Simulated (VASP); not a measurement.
The system is BaS.

```xyz
2
Lattice="0.0000 3.5194 3.5194 3.6127 0.0000 3.5194 3.6127 3.5194 0.0000" Properties=species:S:1:pos:R:3 pbc="T T T"
Ba    0.0000    0.0000    0.0000
S     1.8063    1.7597    1.7597
```

This cell differs from its parent crystal: uniaxial x strain +2.6%.

Base run:

| Property | Result |
| --- | --- |
| Program | VASP 6.6.1 |
| Functional | r2SCAN |
| Potentials or basis | VASP PAW PBE potentials, release 64 (Ba_sv, S) |
| Cutoff | 520 eV |
| k mesh | 6 × 6 × 6 |
| Occupations | gaussian, width 0.01 eV |
| Spin | no spin polarisation |

Its results: band gap on the k mesh 3.03 eV (least direct gap 3.64 eV); pressure -0.4 GPa.

**Question.** The run is repeated on the same cell with these changes: functional from r2SCAN to PBE; occupations from gaussian, width 0.01 eV to fermi-dirac, width 0.02 eV. What comes out?

**Answer.** Band gap on the k mesh 2.71 eV (least direct gap 3.35 eV); pressure -0.3 GPa.

Caveats: spin-orbit coupling is left out, which moves the levels of the heavy elements; the PAW data sets were made with another functional, which shifts forces and pressure a little (at least some runs).

A k mesh can miss the band edges.
